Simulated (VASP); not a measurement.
Input of a VASP 6.6.1 run:

Contents of INCAR:

```
SYSTEM = Ge
PREC = Accurate ; ENCUT = 520
EDIFF = 1E-7 ; ISMEAR = 0
SIGMA = 0.15 ; LREAL = .FALSE.
LASPH = .TRUE. ; NELM = 80
ALGO = Normal ; ISIF = 2
LWAVE = .FALSE. ; LCHARG = .FALSE.
GGA = PE ; IVDW = 12
NBANDS = 13
```

Contents of KPOINTS:

```
Automatic mesh
0
G
  20 20 20
  0 0 0
```

POSCAR

```
Ge
1.0
    0.0000000000      2.1298359329      2.0983605250
    2.1298359329      0.0000000000      2.0983605250
    2.1298359329      2.1298359329      0.0000000000
Ge
1
Direct
    0.0000000000      0.0000000000      0.0000000000
```

Potentials or basis: VASP PAW PBE potentials, release 64 (Ge_d).

Command:

```sh
$ cat potpaw_PBE.64/Ge_d/POTCAR > POTCAR
$ mpirun -np 1 vasp_std > vasp.out
```

Question: What does it give for the dispersion energy per atom?

Answer: -0.347 eV.

Question: Predict the pressure.

Answer: -1.1 GPa.

Question: Predict the band gap on the k mesh.

Answer: Zero (band 7 reaches 15.60 eV, above the bottom of band 8 at 4.30 eV).

Stress tensor (GPa, compression positive):
```
-1.01  0.00  0.00
 0.00 -1.01  0.00
 0.00  0.00 -1.24
```

Caveat: the cell differs from its parent crystal (strain +0.0150 x Voigt [1, 1, 0, 0, 0, 0]); pairwise dispersion overbinds metals, which lowers pressure and volume.
